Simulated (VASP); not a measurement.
# PbO (P4/nmm) in VASP: a series of runs

The runs below take PbO through single point, with PBE.

Program: VASP 6.6.1. These are calculated values, not measurements. Logs are shortened: lines on timing, memory, paths and dates and some standing lists are left out, and cuts for length are marked.

## (1) The cell of the first run

It takes space group P4/nmm (No. 129, tetragonal). The conventional cell has a = 3.776 Å, b = 3.776 Å, c = 4.771 Å, α = 90.00°, β = 90.00°, γ = 90.00°. Pb (site symmetry 4mm) has 4 O at 2.20 Å within 2.9 Å. O (site symmetry -4m2) has 4 Pb at 2.20 Å and 4 O at 2.67 Å within 2.9 Å.

## (2) Single point, PBE (strain -0.050 along x and y, -0.050 along z)

Input file INCAR:

```
PREC     = Accurate       # precision mode
ENCUT    = 520            # plane-wave cutoff, eV
EDIFF    = 1E-7           # SCF threshold, eV
ISMEAR   = 0              # smearing method
SIGMA    = 0.05           # smearing width, eV
LREAL    = F              # projectors in reciprocal space
LASPH    = T              # aspherical terms in the spheres
NELM     = 80             # most SCF steps
ALGO     = Normal         # electronic algorithm
ISIF     = 2              # what is computed and relaxed
LWAVE    = F              # write WAVECAR
LCHARG   = F              # write CHGCAR
GGA      = PE             # functional
NBANDS   = 28             # bands
```

Input file KPOINTS:

```
regular mesh
0
Gamma
  8 8 6
```

Input file POSCAR:

```
PbO
1.0
    3.7756800000      0.0000000000      0.0000000000
    0.0000000000      3.7756800000      0.0000000000
    0.0000000000      0.0000000000      4.7709000000
Pb O
2 2
Direct
    0.0000000000      0.5000000000      0.2351000000
    0.5000000000      0.0000000000      0.7649000000
    0.0000000000      0.0000000000      0.0000000000
    0.5000000000      0.5000000000      0.0000000000
```

Potentials or basis: VASP PAW PBE potentials, release 64 (Pb_d, O).

Run with:

```console
cat potpaw_PBE.64/Pb_d/POTCAR potpaw_PBE.64/O/POTCAR > POTCAR
mpirun -np 1 vasp_std > vasp.out
```

OUTCAR:

```text
PREC = Accurate
   ENCUT = 520
   EDIFF = 1E-7
   ISMEAR = 0
   LREAL = F
   LASPH = T
   NELM = 80
   ISIF = 2
   GGA = PE

 ion  position               nearest neighbor table
   1  0.000  0.500  0.235-   3 2.20   4 2.20   3 2.20   4 2.20   2 3.49   2 3.49   2 3.49   2 3.49
                             2 3.68   2 3.68   2 3.68   2 3.68
   2  0.500  0.000  0.765-   3 2.20   4 2.20   4 2.20   3 2.20   1 3.49   1 3.49   1 3.49   1 3.49
                             1 3.68   1 3.68   1 3.68   1 3.68
   3  0.000  0.000  0.000-   1 2.20   2 2.20   1 2.20   2 2.20
   4  0.500  0.500  0.000-   1 2.20   2 2.20   2 2.20   1 2.20

  LATTYP: Found a simple tetragonal cell.
 ALAT       =     3.7756800000
 C/A-ratio  =     1.2635869565

  Lattice vectors:

 A1 = (   3.7756800000,   0.0000000000,   0.0000000000)
 A2 = (   0.0000000000,   3.7756800000,   0.0000000000)
 A3 = (   0.0000000000,   0.0000000000,   4.7709000000)

Analysis of symmetry for initial positions (statically):
=====================================================================
 Subroutine PRICEL returns:
 Original cell was already a primitive cell.

 Routine SETGRP: Setting up the symmetry group for a
 simple tetragonal supercell.

 Subroutine GETGRP returns: Found 16 space group operations
 (whereof  8 operations were pure point group operations)
 out of a pool of 16 trial point group operations.

The static configuration has the point symmetry D_2d.
 The point group associated with its full space group is D_4h.

Analysis of symmetry for dynamics (positions and initial velocities):
=====================================================================
 Subroutine PRICEL returns:
 Original cell was already a primitive cell.

 Routine SETGRP: Setting up the symmetry group for a
 simple tetragonal supercell.

 Subroutine GETGRP returns: Found 16 space group operations
 (whereof  8 operations were pure point group operations)
 out of a pool of 16 trial point group operations.

The dynamic configuration has the point symmetry D_2d.
 The point group associated with its full space group is D_4h.

 Subroutine INISYM returns: Found 16 space group operations
 (whereof  8 operations are pure point group operations),
 and found     1 'primitive' translations

----------------------------------------------------------------------------------------

                                     Primitive cell

  volume of cell :      68.0128

  direct lattice vectors                    reciprocal lattice vectors
     3.775680000  0.000000000  0.000000000     0.264852954  0.000000000  0.000000000
     0.000000000  3.775680000  0.000000000     0.000000000  0.264852954  0.000000000
     0.000000000  0.000000000  4.770900000     0.000000000  0.000000000  0.209604058

  length of vectors
     3.775680000  3.775680000  4.770900000     0.264852954  0.264852954  0.209604058

  position of ions in fractional coordinates (direct lattice)
     0.000000000  0.500000000  0.235100000
     0.500000000  0.000000000  0.764900000
     0.000000000  0.000000000  0.000000000
     0.500000000  0.500000000  0.000000000

  ion indices of the primitive-cell ions
   primitive index   ion index
                 1           1
                 2           2
                 3           3
                 4           4

----------------------------------------------------------------------------------------

 KPOINTS: regular mesh

Automatic generation of k-mesh.
 Grid dimensions read from file:
 generate k-points for:    8    8    6

 Generating k-lattice:

  Cartesian coordinates                     Fractional coordinates (reciprocal lattice)
     0.033106619  0.000000000  0.000000000     0.125000000  0.000000000  0.000000000
     0.000000000  0.033106619  0.000000000     0.000000000  0.125000000  0.000000000
     0.000000000  0.000000000  0.034934010     0.000000000  0.000000000  0.166666667

  Length of vectors
     0.033106619  0.033106619  0.034934010

  Shift w.r.t. Gamma in fractional coordinates (k-lattice)
     0.000000000  0.000000000  0.000000000

 Subroutine IBZKPT returns following result:
 ===========================================

 Found     60 irreducible k-points:

 Following reciprocal coordinates:
            Coordinates               Weight
  0.000000  0.000000  0.000000      1.000000
  0.125000  0.000000  0.000000      4.000000
  0.250000  0.000000  0.000000      4.000000
  0.375000  0.000000  0.000000      4.000000
  0.500000  0.000000  0.000000      2.000000
  0.125000  0.125000  0.000000      4.000000
[... 16 lines left out ...]
  0.375000  0.125000  0.166667     16.000000
  0.500000  0.125000  0.166667      8.000000
 [... further k-points ...]
   k-points           NKPTS =     60   k-points in BZ     NKDIM =     60   number of bands    NBANDS=     28
   number of dos      NEDOS =    301   number of ions     NIONS =      4
   total plane-waves  NPLWV =  28224
   dimension x,y,z NGX =    28 NGY =   28 NGZ =   36
   dimension x,y,z NGXF=    56 NGYF=   56 NGZF=   72
   ions per type =               2   2
   NGX,Y,Z   is equivalent  to a cutoff of  12.33, 12.33, 12.54 a.u.
   NGXF,Y,Z  is equivalent  to a cutoff of  24.66, 24.66, 25.09 a.u.
 SYSTEM =  unknown system
   PREC   = accura    normal or accurate (medium, high low for compatibility)
   ISTART =      0    job   : 0-new  1-cont  2-samecut
   ICHARG =      2    charge: 1-file 2-atom 10-const
   ISPIN  =      1    spin polarized calculation?
   LNONCOLLINEAR =      F non collinear calculations
   LSORBIT =      F    spin-orbit coupling
   LASPH  =      T    aspherical Exc in radial PAW
   ENCUT  =  520.0 eV  38.22 Ry    6.18 a.u.   7.02  7.02  8.87*2*pi/ulx,y,z
   NELM   =     80;   NELMIN=  2; NELMDL= -5     # of ELM steps
   EDIFF  = 0.1E-06   stopping-criterion for ELM
   LREAL  =      F    real-space projection
   EDIFFG = 0.1E-05   stopping-criterion for IOM
   NSW    =      0    number of steps for IOM
   IBRION =     -1    ionic relax: 0-MD 1-quasi-New 2-CG
   NFREE  =      0    steps in history (QN), initial steepest desc. (CG)
   ISIF   =      2    stress and relaxation
   ISYM   =      2    0-nonsym 1-usesym 2-fastsym
   POTIM  = 0.5000    time-step for ionic-motion
   TEBEG  =    0.0;   TEEND  =   0.0 temperature during run
   PSTRESS=    0.0 pullay stress
   NELECT =      40.0000    total number of electrons
   NUPDOWN=      -1.0000    fix difference up-down
   EMIN   =  10.00;   EMAX   =-10.00  energy-range for DOS
   EFERMI =   0.00;   METHOD = LEGACY
   ISMEAR =     0;   SIGMA  =   0.05  broadening in eV -4-tet -1-fermi 0-gaus
   EFERMI_NEDOS =   21; number of points for ismear=-14 and -15
   IALGO  =     38    algorithm
   IMIX   =      4    mixing-type and parameters
     AMIX     =   0.40;   BMIX     =  1.00
     AMIX_MAG =   1.60;   BMIX_MAG =  1.00
  volume/ion in A,a.u.               =      17.00       114.74
  Fermi-wavevector in a.u.,A,eV,Ry     =   1.371612  2.591971 25.596905  1.881319
  Thomas-Fermi vector in A             =   2.497293
   LORBIT       =      0    0 simple, 1 ext, 2 COOP (PROOUT), +10 PAW based schemes
   GGA     = PE    functional components
   LHFCALC =     F    Hartree Fock is set to
   AEXX    =    0.0000 exact exchange contribution
   IVDW    =     0    specifies the selected vdW correction
   LEPSILON=     F    determine dielectric tensor
   LRPA    =     F    only Hartree local field effects (RPA)
 non-spin polarized calculation
 Gauss-broadening in eV      SIGMA  =   0.05
  energy-cutoff  :      520.00
  volume of cell :       68.01
 maximum number of plane-waves:      1868
   NGX = 15   NGY = 15   NGZ = 17

 number of electron      40.0000003 magnetization

 Free energy of the ion-electron system (eV)
  ---------------------------------------------------
  ext. energy  EPLUGINS =         0.00000000
  ---------------------------------------------------
  free energy    TOTEN  =       -20.42636354 eV

  energy without entropy =      -20.42636354  energy(sigma->0) =      -20.42636354

 E-fermi :   7.5477     XC(G=0): -10.6430

 val. band max:        7.3323509661   @ k =   0.1250   0.0000   0.0000
 cond. band min:       8.2485986988   @ k =   0.5000   0.5000   0.0000
 fundamental gap:      0.9162477327
 Fermi energy:         7.5477350324

 k-point     1 :       0.0000    0.0000    0.0000
  band No.  band energies     occupation
      1     -12.9690      2.00000
      2     -12.0030      2.00000
      3      -9.2958      2.00000
      4      -9.2958      2.00000
      5      -9.1744      2.00000
      6      -9.1723      2.00000
[... 20 lines left out ...]
     27      14.9791      0.00000
     28      15.3114      0.00000

 k-point     2 :       0.1250    0.0000    0.0000
  band No.  band energies     occupation
      1     -12.9149      2.00000
      2     -12.0241      2.00000
      3      -9.2832      2.00000
      4      -9.2795      2.00000
      5      -9.1593      2.00000
      6      -9.1500      2.00000
[... 20 lines left out ...]
     27      15.2050      0.00000
     28      16.6573      0.00000

 k-point     3 :       0.2500    0.0000    0.0000
  band No.  band energies     occupation
      1     -12.7697      2.00000
      2     -12.0921      2.00000
      3      -9.2480      2.00000
      4      -9.2347      2.00000
      5      -9.1177      2.00000
      6      -9.0858      2.00000
[... 20 lines left out ...]
     27      15.5417      0.00000
     28      18.7677      0.00000

 k-point     4 :       0.3750    0.0000    0.0000
  band No.  band energies     occupation
      1     -12.5755      2.00000
      2     -12.2120      2.00000
      3      -9.1973      2.00000
      4      -9.1762      2.00000
      5      -9.0958      2.00000
      6      -9.0859      2.00000
[... 578 lines left out ...]
     27      16.7516      0.00000
     28      17.9179      0.00000

 k-point    23 :       0.3750    0.1250    0.1667
  band No.  band energies     occupation
      1     -12.5468      2.00000
      2     -12.2133      2.00000
      3      -9.2029      2.00000
      4      -9.1541      2.00000
      5      -9.1062      2.00000
      6      -9.0652      2.00000
[... 20 lines left out ...]
     27      16.9713      0.00000
     28      17.3365      0.00000

 k-point    24 :       0.5000    0.1250    0.1667
  band No.  band energies     occupation
      1     -12.3669      2.00000
      2     -12.3669      2.00000
      3      -9.1624      2.00000
      4      -9.1624      2.00000
      5      -9.0917      2.00000
      6      -9.0917      2.00000
[... 20 lines left out ...]
     27      17.1264      0.00000
     28      17.1264      0.00000

 [... further k-points ...]

------------------------ aborting loop because EDIFF is reached ----------------------------------------

  FORCE on cell =-STRESS in cart. coord.  units (eV):
  Direction    XX          YY          ZZ          XY          YZ          ZX
  --------------------------------------------------------------------------------------
  -------------------------------------------------------------------------------------
  Total       11.3943221     11.3943221      9.2688619      0.0000000      0.0000000      0.0000000
  in kB      268.4160002    268.4160002    218.3465434      0.0000000      0.0000000      0.0000000
  external PRESSURE =     251.7261813 kB  Pullay stress =       0.0000000 kB

 VOLUME and BASIS-vectors are now :
 -----------------------------------------------------------------------------
  energy-cutoff  :      520.00
  volume of cell :       68.01
      direct lattice vectors                 reciprocal lattice vectors
     3.775680000  0.000000000  0.000000000     0.264852954  0.000000000  0.000000000
     0.000000000  3.775680000  0.000000000     0.000000000  0.264852954  0.000000000
     0.000000000  0.000000000  4.770900000     0.000000000  0.000000000  0.209604058

 POSITION                                       TOTAL-FORCE (eV/Angst)
 -----------------------------------------------------------------------------------
      0.00000      1.88784      1.12164        -0.000000      0.000000      3.187947
      1.88784      0.00000      3.64926         0.000000      0.000000     -3.187947
      0.00000      0.00000      0.00000         0.000000     -0.000000      0.000000
      1.88784      1.88784      0.00000         0.000000      0.000000      0.000000
 -----------------------------------------------------------------------------------
    total drift:                                0.000000      0.000000      0.000000

  FREE ENERGIE OF THE ION-ELECTRON SYSTEM (eV)
  ---------------------------------------------------
  free  energy   TOTEN  =       -20.4263635379 eV

  energy  without entropy=      -20.4263635379  energy(sigma->0) =      -20.42636354
```

Run time: 40 s. Hardware: 1 thread of Intel Xeon 6975P-C (Granite Rapids), shared host; peak memory 0.23 GiB.

Results:

```yaml
Free_energy: -20.4264 eV
Pressure: 25.2 GPa
Largest_force: 3.188 eV/Å
Band_gap_on_the_k_mesh: 0.92 eV, indirect (least direct gap 2.48 eV)
```

Forces on the atoms (eV/Å):
```
Pb   0.000  0.000  3.188
Pb   0.000  0.000 -3.188
O    0.000  0.000  0.000
O    0.000  0.000  0.000
```

Levels at points of the mesh, in eV from the valence-band top:
```
           k point  band 16  band 17  band 18  band 19  band 20  band 21  band 22  band 23  band 24  band 25
(0.00, 0.00, 0.00)    -5.65    -2.67    -2.67    -2.58    -0.02     2.66     5.47     5.95     5.95     6.94
(0.50, 0.00, 0.00)    -4.39    -4.18    -4.18    -2.36    -2.36     3.59     3.59     6.96     6.96     7.24
(0.50, 0.50, 0.00)    -4.77    -1.98    -1.98    -1.93    -1.93     0.92     0.92     5.32     5.32     8.59
(0.00, 0.00, 0.50)    -3.88    -2.70    -2.70    -2.61    -1.65     1.84     3.94     3.94     4.37     8.76
(0.50, 0.00, 0.50)    -4.93    -4.15    -4.15    -1.50    -1.50     3.15     3.15     6.73     6.73     7.98
(0.50, 0.50, 0.50)    -5.28    -2.68    -2.68    -1.94    -1.94     3.30     3.30     5.11     5.11     5.99
```

Caveat: the cell differs from its parent crystal (strain -0.050 along x and y, -0.050 along z); spin-orbit coupling is left out, which moves the levels of the heavy elements; forces of over 1 eV/Å act on the atoms, so gaps and moduli don't describe the material at rest. A k mesh can miss the band edges.

(Continued in part 2 of 2.)
